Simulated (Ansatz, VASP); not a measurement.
# One calculation of CaSe, two programs

```xyz
2
Lattice="2.8758 2.8758 0.0000 -2.8758 2.8758 0.0000 0.0000 2.8758 2.9533" Properties=species:S:1:pos:R:3 pbc="T T T"
Ca    0.0000    0.0000    0.0000
Se    0.0000    2.8758    0.0000
```

Change from the starting cell: film at in-plane strain -0.02.

Alike in both runs: task single point; functional PBEsol; k mesh 8 × 8 × 8; non-collinear spin, spin-orbit coupling.

|  | VASP | Ansatz |
| --- | --- | --- |
| version | VASP 6.6.1 | Ansatz 0.2.0 |
| potentials or method | VASP PAW PBE potentials, release 64 (Ca_sv, Se), cutoff 520 eV | all-electron LAPW |
| occupations | gaussian, width 0.01 eV | fixed |

Ansatz gave:

- pressure (GPa): 2.0
- traceless stress, the component that is largest in VASP (GPa): -1.99

Which values does VASP return?

Pressure (GPa): 2.2; traceless stress, the component that is largest in VASP (GPa): -2.02.

VASP's potentials were made for PBE, not for PBEsol. Ansatz ran all-electron here, and VASP with PAW potentials.
